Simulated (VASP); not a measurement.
Wanted: the native input for a VASP 6.6.1 run.

| Quantity | Value |
| --- | --- |
| Task | single point |
| Functional | PBE |
| Potentials or basis | VASP PAW PBE potentials, release 64 (Mg, O) |
| Cutoff | 520 eV |
| k mesh | 6 × 6 × 6 |
| Occupations | gaussian, width 0.05 eV |
| Spin | no spin polarisation |
| Dipole correction | no |
| Further INCAR settings | ALGO = Normal; EDIFF = 1e-06; NBANDS = 16 |

The structure of MgO lies in POSCAR:

```
MgO
1.0
    3.5909691986      0.0000000000      0.0000000000
   -1.7954845993      3.1098705502      0.0000000000
    0.0000000000      0.0000000000      4.3033824566
Mg O
2 2
Direct
    0.6666666667      0.3333333333      0.7500000000
    0.3333333333      0.6666666667      0.2500000000
    0.6666666667      0.3333333333      0.2500000000
    0.3333333333      0.6666666667      0.7500000000
```

This cell differs from its parent crystal: strain +0.030 along x and y, +0.030 along z.

One way to write it, as run:

INCAR

```
SYSTEM = MgO
PREC = Accurate
ENCUT = 520
EDIFF = 1E-6
ISMEAR = 0
SIGMA = 0.05
LREAL = .False.
LASPH = .True.
NELM = 100
ALGO = Normal
ISIF = 2
LWAVE = .False.
LCHARG = .False.
GGA = PE
NBANDS = 16
```

KPOINTS

```
Automatic mesh
0
Gamma
  6 6 6
  0 0 0
```

Potentials or basis: VASP PAW PBE potentials, release 64 (Mg, O).

Launch:

```sh
$ cat potpaw_PBE.64/Mg/POTCAR potpaw_PBE.64/O/POTCAR > POTCAR
$ mpirun -np 1 vasp_std > vasp.out
```

It gave:

| Item | Value |
| --- | --- |
| Pressure | -6.6 GPa |
| Band gap on the k mesh | 3.00 eV, direct |

Caveat: the cell differs from its parent crystal (strain +0.030 along x and y, +0.030 along z).

Run time: 8.3 s on 1 thread of Intel(R) Xeon(R) 6975P-C (Granite Rapids), with other jobs on the host, peak memory 0.16 GiB.
